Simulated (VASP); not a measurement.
Runs of VASP 6.6.1 on Hg. The structure is that of space group Pm-3m (No. 221), or close to it. The cells are those of the table. 

| task | cell | cutoff (eV) | gap on the mesh (eV) | pressure (GPa) |
| --- | --- | --- | --- | --- |
| single point | a = 2.503 Å, 1 atom | 520 | none | 101.4 |
| relaxation of cell and atoms | relaxed to 96 GPa from a = 2.502 Å, 1 atom | 600 | none | 96.0 |
| relaxation of cell and atoms | relaxed to 96 GPa from a = 2.466 Å, 1 atom | 600 | none | 96.0 |
| single point | a = 2.502 Å, 1 atom | 520 | none | (a) |

Alike in all rows: level PBEsol; potentials or basis VASP PAW PBE potentials, release 64 (Hg); no spin polarisation; k mesh 15 × 15 × 15; smearing fermi-dirac 0.08 eV.

**Question.** Estimate the missing entries.

**Answer.** (a) 101.5.

Caveats: the PAW data sets were made with another functional, which shifts forces and pressure a little; spin-orbit coupling is left out, which moves the levels of the heavy elements; the cell stands under pressure (at least some runs); the cell is relaxed towards a set pressure, so the run minimises the enthalpy, not the energy (at least some runs).

A k mesh can miss the band edges, and the runs leave out spin-orbit coupling on Hg.

A gap of «none» marks levels without a gap at the run's occupations.
